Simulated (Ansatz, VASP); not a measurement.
Two plane-wave programs on TiAl

INCAR

```
PREC = Accurate ; ENCUT = 520
EDIFF = 1E-6 ; ISMEAR = 0
SIGMA = 0.15 ; LREAL = F
LASPH = T ; NELM = 60
ALGO = Fast ; ISIF = 2
LWAVE = F ; LCHARG = T
GGA = CA ; LELF = T
LVHAR = T ; NBANDS = 14
```

KPOINTS

```
Automatic mesh
0
Gamma
  16 16 16
```

POSCAR

```
TiAl
1.0
    3.4333891200      0.0000000000      0.0000000000
    0.0000000000      3.4333891200      0.0000000000
    0.0000000000      0.0000000000      2.9247388800
Ti Al
1 1
Direct
    0.0000000000      0.0000000000      0.0000000000
    0.5000000000      0.5000000000      0.5000000000
```

Input for Ansatz:

```yaml
crystal:
  lattice:
    - [3.43338912, 0.0, 0.0]
    - [0.0, 3.43338912, 0.0]
    - [0.0, 0.0, 2.92473888]
  atoms:
    - { symbol: Ti, position: [0.0, 0.0, 0.0] }
    - { symbol: Al, position: [0.5, 0.5, 0.5] }
basis:
  ecutwfc: 420
kpoints:
  mp_grid: { grid: [16, 16, 16] }
hamiltonian:
  xc: lda
scf:
  occupations: { method: gaussian, width: 0.15 }
output:
  forces: true
  stress: true
  eigenvalues: true
```

Change from the starting cell: strain +0.080 along x and y, -0.080 along z, atoms carried along.

Alike in both runs: task single point; functional LDA; k mesh 16 × 16 × 16; occupations gaussian, width 0.15 eV; no spin polarisation.

```csv
,VASP,Ansatz
version,VASP 6.6.1,Ansatz 0.2.0
potentials or method,"VASP PAW LDA potentials, release 64 (Ti_sv, Al), cutoff 520 eV","scalar-relativistic, plane waves, PAW"
valence electrons in the cell,15,15
```

Ansatz gave:

| Quantity | Value |
| --- | --- |
| gap on the k mesh at the Fermi level (eV) | none |
| pressure (GPa) | -11.3 |
| traceless stress, the component that is largest in VASP (GPa) | -0.99 |

Problem. What did VASP give for the same quantities?

Solution. gap on the k mesh at the Fermi level (eV): none; pressure (GPa): -11.2; traceless stress, the component that is largest in VASP (GPa): -0.98.

LDA's correlation is that of Perdew and Zunger in VASP and of Perdew and Wang (1992) in Ansatz. A gap of «none» marks a metal or a gap that the smearing closes.
